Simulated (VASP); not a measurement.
A run of VASP 6.6.1 is set up as follows.

The input INCAR:

```
ALGO = Fast
EDIFF = 1E-6
ENCUT = 520
GGA = PS
ISIF = 2
ISMEAR = 0
LASPH = T
LCHARG = F
LREAL = F
LWAVE = F
NBANDS = 12
NELM = 60
PREC = Accurate
SIGMA = 0.15
```

KPOINTS

```
k-points
0
Gamma
  22 22 22
```

POSCAR

```
Ti
1.0
   -1.5536162530      1.5536162530      1.8040591930
    1.5536162530     -1.5536162530      1.8040591930
    1.5536162530      1.5536162530     -1.8040591930
Ti
1
Direct
    0.0000000000      0.0000000000      0.0000000000
```

Potentials or basis: VASP PAW PBE potentials, release 64 (Ti_sv).

Command:

```bash
$ cat potpaw_PBE.64/Ti_sv/POTCAR > POTCAR
$ mpirun -np 1 vasp_std > vasp.out
```

What does it give for the pressure?

-5.1 GPa.

Predict the band gap on the k mesh.

zero (band 6 reaches 8.93 eV, above the bottom of band 7 at 7.37 eV).

Stress tensor (GPa, compression positive):
```
-6.09  0.00  0.00
 0.00 -6.09  0.00
 0.00  0.00 -3.20
```

Caveat: the PAW data sets were made with another functional, which shifts forces and pressure a little.
